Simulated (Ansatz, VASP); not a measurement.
## One calculation of Sn3O4, two programs

```
CELL_PARAMETERS angstrom
0.00514 5.64712 -0.00031
-5.31763 -0.00514 0.00282
-0.00498 -0.00055 8.33890
ATOMIC_POSITIONS crystal
Sn 0.75007 0.45289 0.66624
Sn 0.74952 0.08315 0.00059
Sn 0.25023 0.54861 0.16614
Sn 0.25084 0.91839 0.49996
Sn 0.75013 0.45290 0.33442
Sn 0.25028 0.54865 0.83432
O 0.51837 0.28316 0.17675
O 0.01901 0.71848 0.32367
O 0.48214 0.71849 0.67654
O 0.98124 0.28315 0.82411
O 0.51821 0.28305 0.82402
O 0.01911 0.71838 0.67644
O 0.48199 0.71834 0.32380
O 0.98135 0.28302 0.17689
```

Alike in both runs: functional PBEsol; k mesh 3 × 3 × 2; occupations gaussian, width 0.1 eV; no spin polarisation.

Ansatz relaxed the structure, and its values are those at the end. VASP's run is a single point on that final structure, the one shown.

```csv
,VASP,Ansatz
version,VASP 6.6.1,Ansatz 0.2.0
potentials or method,"VASP PAW PBE potentials, release 64 (Sn_d, O), cutoff 520 eV","scalar-relativistic, plane waves, PAW"
valence electrons in the cell,132,132
```

|  | VASP | Ansatz | Ansatz less VASP |
| --- | --- | --- | --- |
| gap on the k mesh at the Fermi level (eV) | 0.97 | 0.99 | +0.024 |
| least direct gap on the mesh (eV) | 0.97 | 0.99 | +0.024 |
| pressure (GPa) | 0.2 | -0.1 | -0.30 |
| rms of the force components (eV/Å) | 0.033 | 0.005 | -0.0283 |

VASP's potentials were made for PBE, not for PBEsol.
